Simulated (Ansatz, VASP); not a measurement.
## Two plane-wave programs on Sr2HfF3

INCAR

```
SYSTEM = Sr2HfF3
ALGO = Normal ; EDIFF = 1E-6
EDIFFG = -0.04 ; ENCUT = 600
GGA = PE ; IBRION = 2
ISIF = 3 ; ISMEAR = 0
LASPH = .TRUE. ; LCHARG = .FALSE.
LREAL = .FALSE. ; LWAVE = .FALSE.
NELM = 80 ; NSW = 90
PREC = Accurate ; SIGMA = 0.1
```

File KPOINTS:

```
k-points
0
G
  3 3 6
  0 0 0
```

File POSCAR:

```
Sr2HfF3
1.0
    6.0106077584      0.0000000000      0.0000000000
   -3.0053038792      5.2053390109      0.0000000000
    0.0000000000      0.0000000000      3.6599665458
Sr Hf F
2 1 3
Direct
    0.3333333333      0.6666666667      0.0000000000
    0.6666666667      0.3333333333      0.0000000000
    0.0000000000      0.0000000000      0.0000000000
    0.5000000000      0.0000000000      0.5000000000
    0.5000000000      0.5000000000      0.5000000000
    0.0000000000      0.5000000000      0.5000000000
```

Input for Ansatz:

```yaml
crystal:
  lattice:
    - [6.0106077584, 0.0, 0.0]
    - [-3.0053038792, 5.2053390109, 0.0]
    - [0.0, 0.0, 3.6599665458]
  atoms:
    - { symbol: Sr, position: [0.3333333333, 0.6666666667, 0.0] }
    - { symbol: Sr, position: [0.6666666667, 0.3333333333, 0.0] }
    - { symbol: Hf, position: [0.0, 0.0, 0.0] }
    - { symbol: F, position: [0.5, 0.0, 0.5] }
    - { symbol: F, position: [0.5, 0.5, 0.5] }
    - { symbol: F, position: [0.0, 0.5, 0.5] }
basis:
  ecutwfc: 420
kpoints:
  mp_grid: { grid: [3, 3, 6] }
hamiltonian:
  xc: pbe
scf:
  occupations: { method: gaussian, width: 0.1 }
  lower_state_search: "off"
output:
  forces: true
  stress: true
  eigenvalues: true
relax:
  adjacent_minimum: "off"
  f_tol: 0.04
  max_steps: 70
  cell: { stress_tol: 0.4 }
```

Alike in both runs: task relaxation of cell and atoms; functional PBE; k mesh 3 × 3 × 6; occupations gaussian, width 0.1 eV; no spin polarisation.

|  | VASP | Ansatz |
| --- | --- | --- |
| version | VASP 6.6.1 | Ansatz 0.2.0 |
| potentials or method | VASP PAW PBE potentials, release 64 (Sr_sv, Hf_pv, F), cutoff 600 eV | scalar-relativistic, plane waves, PAW |
| valence electrons in the cell | 51 | 67 |

|  | VASP | Ansatz | Ansatz less VASP |
| --- | --- | --- | --- |
| gap on the k mesh at the Fermi level, each at its own relaxed structure (eV) | none | none | - |
| relaxed volume (Å³/atom) | 21.40 | 21.36 | -0.032 |
| relaxed cell length with the largest relative difference (Å) | 3.303 | 3.288 | -0.0153 |

A gap of «none» marks a metal or a gap that the smearing closes. VASP's potentials hold 51 valence electrons a cell and Ansatz's 67, so a difference there can come from the potentials and not from the codes.

The k mesh is coarse, so the values compare programs but aren't converged. Neither program's run includes spin-orbit coupling.
